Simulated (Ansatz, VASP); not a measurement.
## Be16H: VASP beside Ansatz

```
Be H
1.0
    -2.29000   -3.96640    0.00000
     3.43500   -1.98320    0.00000
     0.00000    0.00000    7.17686
Be H
16 1
Direct
  0.74971 0.49920 0.99528
  0.47724 0.31959 0.25038
  0.74971 0.49991 0.50308
  0.49828 0.33205 0.75102
  0.49911 0.99867 0.00230
  0.24970 0.82130 0.25246
  0.49747 0.99904 0.50225
  0.24974 0.83165 0.75229
  0.24973 0.49976 0.00110
  0.02219 0.31962 0.25037
  0.24970 0.50014 0.50401
  0.00117 0.33201 0.75103
  0.00033 0.99865 0.00230
  0.74971 0.86738 0.25080
  0.00195 0.99905 0.50225
  0.74973 0.83562 0.75130
  0.74969 0.50298 0.28031
```

Alike in both runs: functional PBE; k mesh 5 × 6 × 4; occupations gaussian, width 0.1 eV; no spin polarisation.

Ansatz relaxed the structure, and its values are those at the end. VASP's run is a single point on that final structure, the one shown.

|  | VASP | Ansatz |
| --- | --- | --- |
| version | VASP 6.6.1 | Ansatz 0.2.0 |
| potentials or method | VASP PAW PBE potentials, release 64 (Be, H), cutoff 520 eV | scalar-relativistic, plane waves, PAW |
| valence electrons in the cell | 33 | 33 |

```csv
,VASP,Ansatz,Ansatz less VASP
rms of the force components (eV/Å),0.003,0.003,+0.0001
```

With one functional, cell and mesh, what is left measures potentials, basis and numerics.
